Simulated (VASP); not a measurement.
Wanted: the native input for a VASP 6.6.1 run.

* Task: single point
* Functional: PBE
* Potentials or basis: VASP PAW PBE potentials, release 64 (Sr_sv, O)
* Cutoff: 520 eV
* k mesh: 9 × 9 × 8
* Occupations: gaussian, width 0.05 eV
* Spin: no spin polarisation
* Dipole correction: no
* Further INCAR settings: ALGO = Normal; EDIFF = 1e-06; NBANDS = 24; ISYM = 0

The structure of SrO lies in POSCAR:

```
SrO
1.0
    0.0000000000     -2.5975079636     -2.5975079636
   -2.5975079636      0.0000000000     -2.5975079636
    2.5975079636      2.5975079636     -5.1950159271
Sr O
2 2
Direct
    0.0027239831     -0.0081719493      0.0027239831
    0.5027239831      0.4918280507      0.5027239831
    0.7350818552      0.7947544345      0.7350818552
    0.2350818552      0.2947544345      0.2350818552
```

This cell differs from its parent crystal: atoms displaced along a vibrational mode.

These files were run (other wordings do the same):

INCAR

```
SYSTEM = SrO
PREC = Accurate
ENCUT = 520
EDIFF = 1E-6
ISMEAR = 0
SIGMA = 0.05
LREAL = .False.
LASPH = .True.
NELM = 100
ALGO = Normal
ISIF = 2
LWAVE = .False.
LCHARG = .False.
GGA = PE
NBANDS = 24
ISYM = 0
```

KPOINTS

```
regular mesh
0
Gamma
  9 9 8
  0 0 0
```

Potentials or basis: VASP PAW PBE potentials, release 64 (Sr_sv, O).

The run is started by

```sh
$ cat potpaw_PBE.64/Sr_sv/POTCAR potpaw_PBE.64/O/POTCAR > POTCAR
$ mpirun -np 1 vasp_std > vasp.out
```

It gave:

- Pressure: 1.4 GPa
- Largest force: 0.450 eV/Å
- Band gap on the k mesh: 3.41 eV

Caveat: the cell differs from its parent crystal (atoms displaced along a vibrational mode).

Run time: 14 min on 1 thread of Oxide Virtual Turin-like Processor (shared host), peak memory 0.5 GiB.
